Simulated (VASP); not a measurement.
A run of VASP 6.6.1 is set up as follows.

POSCAR

```
CsSnI3
1.0
    6.3032917562      0.0000000000      0.0000000000
    0.0000000000      6.3032917562      0.0000000000
    0.0000000000      0.0000000000      6.3032917562
Cs Sn I
1 1 3
Direct
    0.0000000000      0.0000000000      0.0000000000
    0.5000000000      0.5000000000      0.5000000000
    0.5000000000      0.5000000000      0.0000000000
    0.5000000000      0.0000000000      0.5000000000
    0.0000000000      0.5000000000      0.5000000000
```

File INCAR.step1:

```
PREC = Accurate ; ENCUT = 520
ISMEAR = 0 ; SIGMA = 0.01
LREAL = F ; LASPH = T
NELM = 100 ; NBANDS = 30
GGA = PE ; ALGO = Normal
EDIFF = 1E-4 ; LWAVE = T
LCHARG = F
```

File INCAR.step2:

```
PREC = Accurate ; ENCUT = 520
EDIFF = 1E-6 ; ISMEAR = 0
SIGMA = 0.01 ; LREAL = F
LASPH = T ; NELM = 100
ALGO = Normal ; ISIF = 2
LWAVE = F ; LCHARG = F
METAGGA = R2SCAN ; LMIXTAU = T
NBANDS = 30 ; ISTART = 1
```

The input KPOINTS:

```
Automatic mesh
0
Gamma
  4 4 4
```

Potentials or basis: VASP PAW PBE potentials, release 64 (Cs_sv, Sn_d, I).

Command:

```sh
$ cat potpaw_PBE.64/Cs_sv/POTCAR potpaw_PBE.64/Sn_d/POTCAR potpaw_PBE.64/I/POTCAR > POTCAR
$ cp INCAR.step1 INCAR
$ mpirun -np 1 vasp_std > vasp.out
$ cp INCAR.step2 INCAR
$ mpirun -np 1 vasp_std > vasp.out
```

Question: Estimate the band gap on the k mesh.

Answer: 0.64 eV.

Question: What does it give for the pressure?

Answer: -0.5 GPa.

Caveat: semilocal functionals underestimate gaps, and a narrow one can read as zero; the PAW data sets were made with another functional, which shifts forces and pressure a little; spin-orbit coupling is left out, which moves the levels of the heavy elements. A k mesh can miss the band edges.
